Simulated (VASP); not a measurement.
Set up this calculation in VASP 6.6.1, as the native input.

| Property | Result |
| --- | --- |
| Task | single point |
| Functional | PBE |
| Potentials or basis | VASP PAW PBE potentials, release 64 (La, Ta_pv, O) |
| Cutoff | 520 eV |
| k mesh | 4 × 4 × 2 |
| Occupations | gaussian, width 0.1 eV |
| Spin | collinear spin |
| Starting moments | [0.0, 0.0, 1.0, 1.0, 0.0, 0.0] μB |
| Dipole correction | no |
| Further INCAR settings | ALGO = Normal; EDIFF = 1e-06; NBANDS = 41 |

The structure of LaTaO lies in POSCAR:

```
LaTaO
1.0
    3.9354526684      0.0000000000      0.0000000000
    0.0000000000      3.9354526684      0.0000000000
    0.0000000000      0.0000000000      8.9808888691
La Ta O
2 2 2
Direct
    0.0000000000      0.5000000000      0.8574194274
    0.5000000000      0.0000000000      0.1425805726
    0.0000000000      0.0000000000      0.5000000000
    0.5000000000      0.5000000000      0.5000000000
    0.0000000000      0.0000000000      0.0000000000
    0.5000000000      0.5000000000      0.0000000000
```

The cell was built from a structure type or drawn by symmetry, and may not be a known phase.

The input as run:

INCAR

```
SYSTEM = LaTaO
PREC = Accurate
ENCUT = 520
EDIFF = 1E-6
ISMEAR = 0
SIGMA = 0.1
LREAL = .FALSE.
LASPH = .TRUE.
NELM = 150
ALGO = Normal
ISIF = 2
LWAVE = .FALSE.
LCHARG = .FALSE.
ISPIN = 2
MAGMOM = 0 0 1 1 0 0
LORBIT = 11
LMAXMIX = 6
GGA = PE
NBANDS = 41
```

KPOINTS

```
regular mesh
0
G
  4 4 2
  0 0 0
```

Potentials or basis: VASP PAW PBE potentials, release 64 (La, Ta_pv, O).

Command:

```console
$ cat potpaw_PBE.64/La/POTCAR potpaw_PBE.64/Ta_pv/POTCAR potpaw_PBE.64/O/POTCAR > POTCAR
$ mpirun -np 1 vasp_std > vasp.out
```

It gave:

| Property | Result |
| --- | --- |
| Pressure | -0.4 GPa |
| Net moment | 1.11 μB per cell |
| Site moments | La +0.03; Ta +0.30; O +0.00 μB |
| Valence electrons inside the program's atomic spheres | La 8.62; Ta 8.79; O 5.05 |

Caveat: the k points lie up to 0.40 Å⁻¹ apart.

Run time: 2.7 min on 1 thread of AMD EPYC 9R45 96-Core Processor (Zen 5) (shared host), peak memory 0.32 GiB.
